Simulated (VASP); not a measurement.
**CdF2: single point with PBEsol**

Crystal: CdF2.

```xyz
3
Lattice="0.1400 2.7658 2.7658 2.7658 0.1400 2.7658 2.7658 2.7658 0.1400" Properties=species:S:1:pos:R:3 pbc="T T T"
Cd    0.0000    0.0000    0.0000
F     1.4179    1.4179    1.4179
F     4.2537    4.2537    4.2537
```

This cell differs from its parent crystal: ratio of the length along [111] to the lengths across it x 1.08, volume and fractional coordinates fixed.

```json
{
 "Program": "VASP 6.6.1",
 "Task": "single point",
 "Functional": "PBEsol",
 "Potentials or basis": "VASP PAW PBE potentials, release 64 (Cd, F)",
 "Cutoff": "520 eV",
 "k mesh": "8 × 8 × 8",
 "Occupations": "gaussian, width 0.05 eV",
 "Spin": "no spin polarisation",
 "Dipole correction": "no",
 "Further INCAR settings": "ALGO = Normal; EDIFF = 1e-07; NBANDS = 20"
}
```

| Property | Result |
| --- | --- |
| Pressure | 1.3 GPa |
| Largest force | 0.142 eV/Å |
| Band gap on the k mesh | 2.94 eV, indirect (least direct gap 3.30 eV) |

Forces in eV/Å, atoms in the order of the input:
```
Cd   0.000  0.000  0.000
F   -0.082 -0.082 -0.082
F    0.082  0.082  0.082
```

Stress tensor (GPa, compression positive):
```
 1.26 -1.14 -1.14
-1.14  1.26 -1.14
-1.14 -1.14  1.26
```

Levels at points of the mesh, in eV from the valence-band top:
| k point | band 11 | band 12 | band 13 | band 14 | band 15 | band 16 |
| --- | --- | --- | --- | --- | --- | --- |
| (0.00, 0.00, 0.00) | -0.74 | -0.36 | -0.36 | 2.94 | 11.59 | 13.04 |
| (0.50, 0.00, 0.00) | -1.84 | -0.51 | -0.35 | 7.21 | 9.10 | 13.72 |
| (0.50, 0.50, 0.00) | -0.54 | -0.16 | -0.01 | 7.92 | 9.46 | 11.72 |
| (0.50, 0.50, 0.50) | -1.83 | -0.23 | -0.23 | 6.72 | 8.63 | 14.71 |

Wall time 30 s on 1 thread of Intel(R) Xeon(R) Platinum 8559C (Emerald Rapids) (shared host), peak memory 0.19 GiB.

Caveat: the PAW data sets were made with another functional, which shifts forces and pressure a little. A k mesh can miss the band edges.
